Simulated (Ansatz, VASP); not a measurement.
**Two plane-wave programs on MoI4**

The input INCAR:

```
PREC = Accurate
ENCUT = 520
EDIFF = 1E-7
ISMEAR = 0
SIGMA = 0.1
LREAL = F
LASPH = T
NELM = 150
ALGO = Normal
ISIF = 2
LWAVE = F
LCHARG = F
ISPIN = 2
MAGMOM = 1 0 0 0 0
LORBIT = 11
LMAXMIX = 4
GGA = PE
NBANDS = 33
```

The input KPOINTS:

```
regular mesh
0
Gamma
  4 4 4
```

POSCAR

```
MoI4
1.0
   -3.6326244700      3.6326244700      3.6326244700
    3.6326244700     -3.6326244700      3.6326244700
    3.6326244700      3.6326244700     -3.6326244700
Mo I
1 4
Direct
    0.0000000000      0.0000000000      0.0000000000
    0.5000000000      0.5000000000      0.5000000000
    0.5000000000      0.0000000000      0.0000000000
    0.0000000000      0.0000000000      0.5000000000
    0.0000000000      0.5000000000      0.0000000000
```

Input for Ansatz:

```yaml
crystal:
  lattice:
    - [-3.63262447, 3.63262447, 3.63262447]
    - [3.63262447, -3.63262447, 3.63262447]
    - [3.63262447, 3.63262447, -3.63262447]
  atoms:
    - { symbol: Mo, position: [0.0, 0.0, 0.0], spin: 1.0 }
    - { symbol: I, position: [0.5, 0.5, 0.5] }
    - { symbol: I, position: [0.5, 0.0, 0.0] }
    - { symbol: I, position: [0.0, 0.0, 0.5] }
    - { symbol: I, position: [0.0, 0.5, 0.0] }
basis:
  ecutwfc: 420
kpoints:
  mp_grid: { grid: [4, 4, 4] }
hamiltonian:
  xc: pbe
scf:
  occupations: { method: gaussian, width: 0.1 }
  lower_state_search: "off"
output:
  forces: true
  stress: true
  eigenvalues: true
  populations: true
magnetization:
  spin_polarized: true
```

Change from the starting cell: species swapped into the Hg4Pt type (Im-3m, No. 229).

Alike in both runs: task single point; functional PBE; k mesh 4 × 4 × 4; occupations gaussian, width 0.1 eV; collinear spin.

|  | VASP | Ansatz |
| --- | --- | --- |
| version | VASP 6.6.1 | Ansatz 0.2.0 |
| potentials or method | VASP PAW PBE potentials, release 64 (Mo_sv, I), cutoff 520 eV | scalar-relativistic, plane waves, PAW |
| valence electrons in the cell | 42 | 82 |

```csv
,VASP,Ansatz,Ansatz less VASP
gap on the k mesh at the Fermi level (eV),none,none,-
pressure (GPa),-1.4,-1.4,+0.01
net moment per atom (μB),0.56,0.56,+0.001
size of the moment on the site where the two differ most (μB),2.95,2.98,+0.032
```

Site moments also hang on the region over which each program counts them. A gap of «none» marks a metal or a gap that the smearing closes. With one functional, cell and mesh, what is left measures potentials, basis and numerics. VASP's potentials hold 42 valence electrons a cell and Ansatz's 82, so a difference there can come from the potentials and not from the codes.

Neither program's run includes spin-orbit coupling.
